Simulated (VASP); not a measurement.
# As (Pm-3m) in VASP: a series of runs

As is run at these levels: PBEsol, HSE06, PBE0; tasks: single point.

Program: VASP 6.6.1. These are calculated values, not measurements. Logs are shortened: lines on timing, memory, paths and dates and some standing lists are left out, and cuts for length are marked.

### 1 The cell of the first run

The structure is cubic, space group Pm-3m (No. 221). Conventional cell: a = 2.704 Å, b = 2.704 Å, c = 2.704 Å, α = 90.00°, β = 90.00°, γ = 90.00°. Within 3.6 Å of As (site symmetry m-3m) lie 6 As at 2.70 Å.

This isn't the form of As at room conditions, which is rhombohedral.

### 2 Single point, PBEsol

The input, INCAR:

```
SYSTEM = As
  PREC = Accurate
  ENCUT = 520
  EDIFF = 1E-6
  ISMEAR = -1
  SIGMA = 0.05
  LREAL = .False.
  LASPH = .True.
  NELM = 60
  ALGO = Normal
  ISIF = 2
  LWAVE = .False.
  LCHARG = .False.
  GGA = PS
  NBANDS = 8
```

The input, KPOINTS:

```
Automatic mesh
0
Gamma
  8 8 8
  0 0 0
```

The input, POSCAR:

```
As
1.0
    2.7036817444      0.0000000000      0.0000000000
    0.0000000000      2.7036817444      0.0000000000
    0.0000000000      0.0000000000      2.7036817444
As
1
Direct
    0.5000000000      0.5000000000      0.5000000000
```

Potentials or basis: VASP PAW PBE potentials, release 64 (As).

Command:

```sh
cat potpaw_PBE.64/As/POTCAR > POTCAR
mpirun -np 1 vasp_std > vasp.out
```

OUTCAR:

```text
SYSTEM = As
   PREC = Accurate
   ENCUT = 520
   EDIFF = 1E-6
   ISMEAR = -1
   LREAL = .False.
   LASPH = .True.
   NELM = 60
   ISIF = 2
   GGA = PS

 ion  position               nearest neighbor table
   1  0.500  0.500  0.500-

  LATTYP: Found a simple cubic cell.
 ALAT       =     2.7036817444

  Lattice vectors:

 A1 = (   2.7036817444,   0.0000000000,   0.0000000000)
 A2 = (   0.0000000000,   2.7036817444,   0.0000000000)
 A3 = (   0.0000000000,   0.0000000000,   2.7036817444)

Analysis of symmetry for initial positions (statically):
=====================================================================
 Subroutine PRICEL returns:
 Original cell was already a primitive cell.

 Routine SETGRP: Setting up the symmetry group for a
 simple cubic supercell.

 Subroutine GETGRP returns: Found 48 space group operations
 (whereof 48 operations were pure point group operations)
 out of a pool of 48 trial point group operations.

The static configuration has the point symmetry O_h .

Analysis of symmetry for dynamics (positions and initial velocities):
=====================================================================
 Subroutine PRICEL returns:
 Original cell was already a primitive cell.

 Routine SETGRP: Setting up the symmetry group for a
 simple cubic supercell.

 Subroutine GETGRP returns: Found 48 space group operations
 (whereof 48 operations were pure point group operations)
 out of a pool of 48 trial point group operations.

The dynamic configuration has the point symmetry O_h .

 Subroutine INISYM returns: Found 48 space group operations
 (whereof 48 operations are pure point group operations),
 and found     1 'primitive' translations

----------------------------------------------------------------------------------------

                                     Primitive cell

  volume of cell :      19.7636

  direct lattice vectors                    reciprocal lattice vectors
     2.703681744  0.000000000  0.000000000     0.369866018  0.000000000  0.000000000
     0.000000000  2.703681744  0.000000000     0.000000000  0.369866018  0.000000000
     0.000000000  0.000000000  2.703681744     0.000000000  0.000000000  0.369866018

  length of vectors
     2.703681744  2.703681744  2.703681744     0.369866018  0.369866018  0.369866018

  position of ions in fractional coordinates (direct lattice)
     0.500000000  0.500000000  0.500000000

  ion indices of the primitive-cell ions
   primitive index   ion index
                 1           1

----------------------------------------------------------------------------------------

 KPOINTS: Automatic mesh

Automatic generation of k-mesh.
 Grid dimensions read from file:
 generate k-points for:    8    8    8

 Generating k-lattice:

  Cartesian coordinates                     Fractional coordinates (reciprocal lattice)
     0.046233252  0.000000000  0.000000000     0.125000000  0.000000000  0.000000000
     0.000000000  0.046233252  0.000000000     0.000000000  0.125000000  0.000000000
     0.000000000  0.000000000  0.046233252     0.000000000  0.000000000  0.125000000

  Length of vectors
     0.046233252  0.046233252  0.046233252

  Shift w.r.t. Gamma in fractional coordinates (k-lattice)
     0.000000000  0.000000000  0.000000000

 Subroutine IBZKPT returns following result:
 ===========================================

 Found     35 irreducible k-points:

 Following reciprocal coordinates:
            Coordinates               Weight
  0.000000  0.000000  0.000000      1.000000
  0.125000  0.000000  0.000000      6.000000
  0.250000  0.000000  0.000000      6.000000
  0.375000  0.000000  0.000000      6.000000
  0.500000  0.000000  0.000000      3.000000
  0.125000  0.125000  0.000000     12.000000
[... 16 lines left out ...]
  0.375000  0.375000  0.125000     24.000000
  0.500000  0.375000  0.125000     24.000000
 [... further k-points ...]
   k-points           NKPTS =     35   k-points in BZ     NKDIM =     35   number of bands    NBANDS=      8
   number of dos      NEDOS =    301   number of ions     NIONS =      1
   total plane-waves  NPLWV =   8000
   dimension x,y,z NGX =    20 NGY =   20 NGZ =   20
   dimension x,y,z NGXF=    40 NGYF=   40 NGZF=   40
   ions per type =               1
   NGX,Y,Z   is equivalent  to a cutoff of  12.30, 12.30, 12.30 a.u.
   NGXF,Y,Z  is equivalent  to a cutoff of  24.60, 24.60, 24.60 a.u.
 SYSTEM =  As
   PREC   = accura    normal or accurate (medium, high low for compatibility)
   ISTART =      0    job   : 0-new  1-cont  2-samecut
   ICHARG =      2    charge: 1-file 2-atom 10-const
   ISPIN  =      1    spin polarized calculation?
   LNONCOLLINEAR =      F non collinear calculations
   LSORBIT =      F    spin-orbit coupling
   LASPH  =      T    aspherical Exc in radial PAW
   ENCUT  =  520.0 eV  38.22 Ry    6.18 a.u.   5.03  5.03  5.03*2*pi/ulx,y,z
   NELM   =     60;   NELMIN=  2; NELMDL= -5     # of ELM steps
   EDIFF  = 0.1E-05   stopping-criterion for ELM
   LREAL  =      F    real-space projection
[... 7 lines left out ...]
   TEBEG  =    0.0;   TEEND  =   0.0 temperature during run
   PSTRESS=    0.0 pullay stress
   NELECT =       5.0000    total number of electrons
   NUPDOWN=      -1.0000    fix difference up-down
   EMIN   =  10.00;   EMAX   =-10.00  energy-range for DOS
   EFERMI =   0.00;   METHOD = LEGACY
   ISMEAR =    -1;   SIGMA  =   0.05  broadening in eV -4-tet -1-fermi 0-gaus
   EFERMI_NEDOS =   21; number of points for ismear=-14 and -15
   IALGO  =     38    algorithm
   IMIX   =      4    mixing-type and parameters
     AMIX     =   0.40;   BMIX     =  1.00
     AMIX_MAG =   1.60;   BMIX_MAG =  1.00
  volume/ion in A,a.u.               =      19.76       133.37
  Fermi-wavevector in a.u.,A,eV,Ry     =   1.035403  1.956627 14.586243  1.072059
  Thomas-Fermi vector in A             =   2.169744
   LORBIT       =      0    0 simple, 1 ext, 2 COOP (PROOUT), +10 PAW based schemes
   GGA     = PS    functional components
   LHFCALC =     F    Hartree Fock is set to
   AEXX    =    0.0000 exact exchange contribution
   IVDW    =     0    specifies the selected vdW correction
   LEPSILON=     F    determine dielectric tensor
   LRPA    =     F    only Hartree local field effects (RPA)
 non-spin polarized calculation
  energy-cutoff  :      520.00
  volume of cell :       19.76
 maximum number of plane-waves:       554
   NGX = 11   NGY = 11   NGZ = 11

 number of electron       5.0000001 magnetization

 Free energy of the ion-electron system (eV)
  ---------------------------------------------------
  ext. energy  EPLUGINS =         0.00000000
  ---------------------------------------------------
  free energy    TOTEN  =        -5.01425027 eV

  energy without entropy =       -5.00693434  energy(sigma->0) =       -5.01059230

 E-fermi :   5.7693     XC(G=0): -10.5607

 val. band max:        5.7558576181   @ k =   0.3750   0.2500   0.1250
 cond. band min:       6.0776675559   @ k =   0.3750   0.2500   0.2500
 fundamental gap:      0.3218099378
 Fermi energy:         5.7692700246

 k-point     1 :       0.0000    0.0000    0.0000
  band No.  band energies     occupation
      1      -9.1872      2.00000
      2       9.9526      0.00000
      3       9.9526      0.00000
      4       9.9526      0.00000
      5      14.3080      0.00000
      6      14.3080      0.00000
      7      16.2003      0.00000
      8      30.7535      0.00000

 k-point     2 :       0.1250    0.0000    0.0000
  band No.  band energies     occupation
      1      -8.8998      2.00000
      2       7.1321      0.00000
      3      10.2045      0.00000
      4      10.2045      0.00000
      5      14.5657      0.00000
      6      15.6976      0.00000
      7      18.3817      0.00000
      8      27.6235      0.00000

 k-point     3 :       0.2500    0.0000    0.0000
  band No.  band energies     occupation
      1      -8.0653      2.00000
      2       3.3636      2.00000
      3      10.8994      0.00000
      4      10.8994      0.00000
      5      15.3068      0.00000
      6      16.7006      0.00000
      7      22.8363      0.00000
      8      24.1560      0.00000

 k-point     4 :       0.3750    0.0000    0.0000
  band No.  band energies     occupation
      1      -6.8424      2.00000
      2       0.2778      2.00000
      3      11.7878      0.00000
      4      11.7878      0.00000
      5      16.3604      0.00000
      6      18.1429      0.00000
      7      21.5696      0.00000
      8      21.5696      0.00000

 k-point     5 :       0.5000    0.0000    0.0000
  band No.  band energies     occupation
      1      -6.0319      2.00000
      2      -1.1642      2.00000
      3      12.2559      0.00000
      4      12.2559      0.00000
      5      17.0157      0.00000
      6      19.7929      0.00000
      7      20.5323      0.00000
      8      20.5324      0.00000

 k-point     6 :       0.1250    0.1250    0.0000
  band No.  band energies     occupation
      1      -8.6125      2.00000
      2       7.2079      0.00000
      3       7.6024      0.00000
      4      10.4558      0.00000
      5      15.3677      0.00000
      6      18.1233      0.00000
      7      18.8169      0.00000
      8      24.6070      0.00000

 k-point     7 :       0.2500    0.1250    0.0000
  band No.  band energies     occupation
      1      -7.7780      2.00000
      2       3.6301      2.00000
      3       8.1709      0.00000
      4      11.1488      0.00000
      5      16.1864      0.00000
      6      18.7308      0.00000
      7      20.9380      0.00000
      8      23.8236      0.00000

 k-point     8 :       0.3750    0.1250    0.0000
  band No.  band energies     occupation
      1      -6.5544      2.00000
      2       0.5505      2.00000
      3       9.1805      0.00000
      4      12.0337      0.00000
      5      16.8890      0.00000
      6      17.7540      0.00000
      7      21.0134      0.00000
      8      21.8234      0.00000

 k-point     9 :       0.5000    0.1250    0.0000
  band No.  band energies     occupation
      1      -5.7427      2.00000
      2      -0.8912      2.00000
      3       9.7599      0.00000
      4      12.4993      0.00000
      5      16.0776      0.00000
      6      18.4107      0.00000
      7      20.7917      0.00000
      8      21.3173      0.00000

 k-point    10 :       0.2500    0.2500    0.0000
  band No.  band energies     occupation
      1      -6.9427      2.00000
      2       4.1372      2.00000
      3       4.7037      2.00000
      4      11.8352      0.00000
      5      15.9918      0.00000
      6      17.5933      0.00000
      7      24.3256      0.00000
      8      24.4475      0.00000
[... 78 lines left out ...]
 k-point    18 :       0.3750    0.1250    0.1250
  band No.  band energies     occupation
      1      -6.2665      2.00000
      2       0.8224      2.00000
      3       9.1270      0.00000
      4       9.7972      0.00000
      5      16.9244      0.00000
      6      18.1687      0.00000
      7      20.1276      0.00000
      8      22.1530      0.00000

 k-point    19 :       0.5000    0.1250    0.1250
  band No.  band energies     occupation
      1      -5.4534      2.00000
      2      -0.6190      2.00000
      3       9.6429      0.00000
      4      10.4585      0.00000
      5      15.8443      0.00000
      6      17.0941      0.00000
      7      20.6491      0.00000
      8      23.0587      0.00000

 k-point    20 :       0.2500    0.2500    0.1250
  band No.  band energies     occupation
      1      -6.6553      2.00000
      2       4.3971      2.00000
      3       4.9646      2.00000
      4       9.2251      0.00000
      5      16.5308      0.00000
      6      19.7479      0.00000
      7      21.6508      0.00000
      8      21.7214      0.00000

 k-point    21 :       0.3750    0.2500    0.1250
  band No.  band energies     occupation
      1      -5.4273      2.00000
      2       1.5902      2.00000
      3       5.7559      1.13333
      4      10.2353      0.00000
      5      13.8016      0.00000
      6      18.4205      0.00000
      7      21.4126      0.00000
      8      22.8498      0.00000

 k-point    22 :       0.5000    0.2500    0.1250
  band No.  band energies     occupation
      1      -4.6073      2.00000
      2       0.1500      2.00000
      3       6.3641      0.00001
      4      10.8468      0.00000
      5      12.5589      0.00000
      6      17.3800      0.00000
      7      21.9707      0.00000
      8      23.5458      0.00000

 k-point    23 :       0.3750    0.3750    0.1250
  band No.  band energies     occupation
      1      -4.1838      2.00000
      2       2.4530      2.00000
      3       2.8898      2.00000
      4      10.8222      0.00000
      5      11.3484      0.00000
      6      19.2833      0.00000
      7      19.8957      0.00000
      8      23.3562      0.00000

 k-point    24 :       0.5000    0.3750    0.1250
  band No.  band energies     occupation
      1      -3.3381      2.00000
      2       1.1933      2.00000
      3       3.2986      2.00000
      4       9.7132      0.00000
      5      11.7846      0.00000
      6      18.5280      0.00000
      7      20.3083      0.00000
      8      24.1037      0.00000

 [... further k-points ...]

------------------------ aborting loop because EDIFF is reached ----------------------------------------

  FORCE on cell =-STRESS in cart. coord.  units (eV):
  Direction    XX          YY          ZZ          XY          YZ          ZX
  --------------------------------------------------------------------------------------
  -------------------------------------------------------------------------------------
  Total       -0.0208386     -0.0208386     -0.0208386     -0.0000000      0.0000000     -0.0000000
  in kB       -1.6893240     -1.6893240     -1.6893240     -0.0000000      0.0000000     -0.0000000
  external PRESSURE =      -1.6893240 kB  Pullay stress =       0.0000000 kB

 VOLUME and BASIS-vectors are now :
 -----------------------------------------------------------------------------
  energy-cutoff  :      520.00
  volume of cell :       19.76
      direct lattice vectors                 reciprocal lattice vectors
     2.703681744  0.000000000  0.000000000     0.369866018  0.000000000  0.000000000
     0.000000000  2.703681744  0.000000000     0.000000000  0.369866018  0.000000000
     0.000000000  0.000000000  2.703681744     0.000000000  0.000000000  0.369866018

 POSITION                                       TOTAL-FORCE (eV/Angst)
 -----------------------------------------------------------------------------------
      1.35184      1.35184      1.35184         0.000000      0.000000      0.000000
 -----------------------------------------------------------------------------------
    total drift:                                0.000000      0.000000      0.000000

  FREE ENERGIE OF THE ION-ELECTRON SYSTEM (eV)
  ---------------------------------------------------
  free  energy   TOTEN  =        -5.0142502700 eV

  energy  without entropy=       -5.0069343353  energy(sigma->0) =       -5.01059230
```

Wall time 5.6 s (1 thread of Intel Xeon 8259CL, shared host); peak memory 0.12 GiB.

What came out:

- Free energy: -5.0143 eV
- Pressure: -0.2 GPa
- Band gap on the k mesh: zero (an odd number of electrons rules out a gap without spin polarisation)

Caveat: the PAW data sets were made with another functional, which shifts forces and pressure a little.

### 3 Single point, HSE06

POSCAR is that of step 2.

The input, INCAR.step1:

```
PREC = Accurate ; ENCUT = 520
EDIFF = 1E-5 ; ISMEAR = -1
SIGMA = 0.05 ; LREAL = False
LASPH = True ; NELM = 60
ALGO = Normal ; ISIF = 2
LWAVE = True ; LCHARG = False
NBANDS = 8 ; GGA = PE
```

The input, INCAR.step2:

```
PREC = Accurate ; ENCUT = 520
EDIFF = 1E-6 ; ISMEAR = -1
SIGMA = 0.05 ; LREAL = False
LASPH = True ; NELM = 60
ALGO = Normal ; ISIF = 2
LWAVE = False ; LCHARG = False
GGA = PE ; LHFCALC = True
HFSCREEN = 0.2079 ; PRECFOCK = Normal
NBANDS = 8 ; ISTART = 1
```

The input, KPOINTS:

```
Automatic mesh
0
Gamma
  8 8 8
```

Potentials or basis: VASP PAW PBE potentials, release 64 (As).

Command:

```sh
cat potpaw_PBE.64/As/POTCAR > POTCAR
cp INCAR.step1 INCAR
mpirun -np 1 vasp_std > vasp.out
cp INCAR.step2 INCAR
mpirun -np 1 vasp_std > vasp.out
```

Wall time 14 min (1 thread of Intel Xeon 8259CL, shared host); peak memory 0.24 GiB.

Results (log left out):

```
Free energy            : -5.4003 eV
Pressure               : -0.4 GPa
Band gap on the k mesh : zero (an odd number of electrons rules out a gap without spin polarisation)
```

Levels at points of the mesh, in eV from the Fermi level:
```tsv
k point	band 1	band 2	band 3	band 4	band 5	band 6
(0.00, 0.00, 0.00)	-16.73	4.78	4.78	4.78	9.08	9.08
(0.50, 0.00, 0.00)	-13.22	-7.87	7.29	7.29	11.90	15.01
(0.50, 0.50, 0.00)	-9.49	-4.88	-4.88	2.82	9.65	17.52
(0.50, 0.50, 0.50)	-5.31	-2.17	-2.17	-2.17	6.45	6.45
```

Caveat: the PAW data sets were made with another functional, which shifts forces and pressure a little.

### 4 Single point, PBE0

POSCAR is that of step 3.

The input, INCAR.step1:

```
ALGO = Normal ; EDIFF = 1E-5
ENCUT = 520 ; GGA = PE
ISIF = 2 ; ISMEAR = -1
LASPH = T ; LREAL = F
LWAVE = T ; NBANDS = 8
NELM = 60 ; PREC = Accurate
SIGMA = 0.05
```

The input, INCAR.step2:

```
AEXX = 0.25 ; ALGO = Normal
EDIFF = 1E-6 ; ENCUT = 520
GGA = PE ; ISIF = 2
ISMEAR = -1 ; ISTART = 1
LASPH = T ; LCHARG = T
LELF = T ; LHFCALC = T
LREAL = F ; LVHAR = T
LWAVE = F ; NBANDS = 8
NELM = 60 ; PREC = Accurate
PRECFOCK = Normal ; SIGMA = 0.05
```

The input, KPOINTS:

```
k-points
0
Gamma
  8 8 8
```

Command:

```sh
cat potpaw_PBE.64/As/POTCAR > POTCAR
cp INCAR.step1 INCAR
mpirun -np 1 vasp_std > vasp.out
cp INCAR.step2 INCAR
mpirun -np 1 vasp_std > vasp.out
```

It took 8.6 min on 1 thread of Intel Xeon 8259CL, shared host; peak memory 0.15 GiB.

Results (log left out):

```yaml
Free_energy: -5.9277 eV
Pressure: -0.6 GPa
Band_gap_on_the_k_mesh: zero (an odd number of electrons rules out a gap without spin polarisation)
```

Levels at points of the mesh, in eV from the Fermi level:
```tsv
k point	band 1	band 2	band 3	band 4	band 5	band 6
(0.00, 0.00, 0.00)	-17.15	5.20	5.20	5.20	9.50	9.50
(0.50, 0.00, 0.00)	-13.63	-8.28	7.73	7.73	12.34	15.41
(0.50, 0.50, 0.00)	-9.89	-5.26	-5.26	3.19	10.09	17.95
(0.50, 0.50, 0.50)	-5.70	-2.53	-2.53	-2.53	6.83	6.83
```

Caveat: the PAW data sets were made with another functional, which shifts forces and pressure a little.

### 5 Overview

```csv
level,grid for exact exchange (PRECFOCK),share of exact exchange,screening parameter,gap on the mesh (eV),pressure (GPa)
PBEsol,-,-,-,none,-0.2
HSE06,Normal,0.25,0.2079 1/Å,none,-0.4
PBE0,Normal,0.25,-,none,-0.6
```

Alike in all rows: task single point; potentials or basis VASP PAW PBE potentials, release 64 (As); no spin polarisation; cell as given; k mesh 8 × 8 × 8; cutoff (eV) 520; smearing fermi-dirac 0.05 eV.

The pressure there spans -0.6 GPa (PBE0) to -0.2 GPa (PBEsol); a positive pressure means that this level wants a larger cell, a negative one a smaller.

Caveats: the PAW data sets were made with another functional, which shifts forces and pressure a little.

Total energies depend on the potentials used, so only differences within one code and one set of settings carry meaning.

The gap in the log of VASP goes by the Fermi energy; the results here count the filled bands.